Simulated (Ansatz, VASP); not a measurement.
# Te2Mo in VASP and in Ansatz

The input INCAR:

```
SYSTEM = Te2Mo
PREC = Accurate
ENCUT = 520
EDIFF = 1E-6
ISMEAR = -1
SIGMA = 0.05
LREAL = .FALSE.
LASPH = .TRUE.
NELM = 60
ALGO = Normal
ISIF = 2
LWAVE = .FALSE.
LCHARG = .FALSE.
GGA = CA
NBANDS = 35
```

The input KPOINTS:

```
regular mesh
0
G
  6 10 1
  0 0 0
```

Contents of POSCAR:

```
Te2Mo
1.0
    6.3616090156      0.0000000000      0.0000000000
    0.0000000000      3.4804030600      0.0000000000
   -0.0857412231      0.0000000000     36.1758904685
Te Mo
4 2
Direct
    0.0791521300      0.7500000000      0.4434726800
    0.9208478700      0.2500000000      0.5565273200
    0.5707489000      0.2500000000      0.4592964200
    0.4292511000      0.7500000000      0.5407035800
    0.8186524400      0.7500000000      0.5025346300
    0.1813475600      0.2500000000      0.4974653700
```

Input for Ansatz:

```yaml
crystal:
  lattice:
    - [6.3616090156, 0.0, 0.0]
    - [0.0, 3.48040306, 0.0]
    - [-0.0857412231, 0.0, 36.1758904685]
  atoms:
    - { symbol: Te, position: [0.07915213, 0.75, 0.44347268] }
    - { symbol: Te, position: [0.92084787, 0.25, 0.55652732] }
    - { symbol: Te, position: [0.5707489, 0.25, 0.45929642] }
    - { symbol: Te, position: [0.4292511, 0.75, 0.54070358] }
    - { symbol: Mo, position: [0.81865244, 0.75, 0.50253463] }
    - { symbol: Mo, position: [0.18134756, 0.25, 0.49746537] }
basis:
  ecutwfc: 420
kpoints:
  mp_grid: { grid: [6, 10, 1] }
hamiltonian:
  xc: lda
scf:
  occupations: { method: fermi_dirac, width: 0.05 }
output:
  forces: true
  stress: true
  eigenvalues: true
```

Alike in both runs: task single point; functional LDA; k mesh 6 × 10 × 1; occupations fermi-dirac, width 0.05 eV; no spin polarisation.

```csv
,VASP,Ansatz
version,VASP 6.6.1,Ansatz 0.2.0
potentials or method,"VASP PAW LDA potentials, release 64 (Te, Mo_sv), cutoff 520 eV","scalar-relativistic, plane waves, PAW"
valence electrons in the cell,52,92
```

|  | VASP | Ansatz | Ansatz less VASP |
| --- | --- | --- | --- |
| gap on the k mesh at the Fermi level (eV) | none | none | - |
| rms of the force components (eV/Å) | 0.189 | 0.210 | +0.0209 |

LDA's correlation is that of Perdew and Zunger in VASP and of Perdew and Wang (1992) in Ansatz. Atom by atom the forces differ by 0.022 eV/Å (rms over components). A gap of «none» marks a metal or a gap that the smearing closes. VASP's potentials hold 52 valence electrons a cell and Ansatz's 92, so a difference there can come from the potentials and not from the codes.

Spin-orbit coupling is off throughout.
